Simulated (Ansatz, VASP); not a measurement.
## One calculation of PtSe2, two programs

```
Pt Se
1.0
     3.73354    0.00000    0.00000
    -1.86677    3.23334    0.00000
     0.00000    0.00000    5.27703
Pt Se
1 2
Direct
  0.00000 0.00000 0.00000
  0.33333 0.66667 0.24571
  0.66667 0.33333 0.75429
```

Alike in both runs: functional r2SCAN; dispersion D4; k mesh 6 × 6 × 4; no spin polarisation.

Ansatz relaxed the structure, and its values are those at the end. VASP's run is a single point on that final structure, the one shown.

|  | VASP | Ansatz |
| --- | --- | --- |
| version | VASP 6.6.1 | Ansatz 0.2.0 |
| potentials or method | VASP PAW PBE potentials, release 64 (Pt, Se), cutoff 520 eV | plane waves, PAW |
| occupations | fermi-dirac, width 0.1 eV | fermi-dirac |
| valence electrons in the cell | 22 | 50 |

|  | VASP | Ansatz | Ansatz less VASP |
| --- | --- | --- | --- |
| pressure (GPa) | 0.1 | 0.0 | -0.07 |
| rms of the force components (eV/Å) | 0.006 | 0.000 | -0.0063 |

VASP's potentials were made for PBE, not for r2SCAN. VASP's potentials hold 22 valence electrons a cell and Ansatz's 50, so a difference there can come from the potentials and not from the codes.

Neither program's run includes spin-orbit coupling.
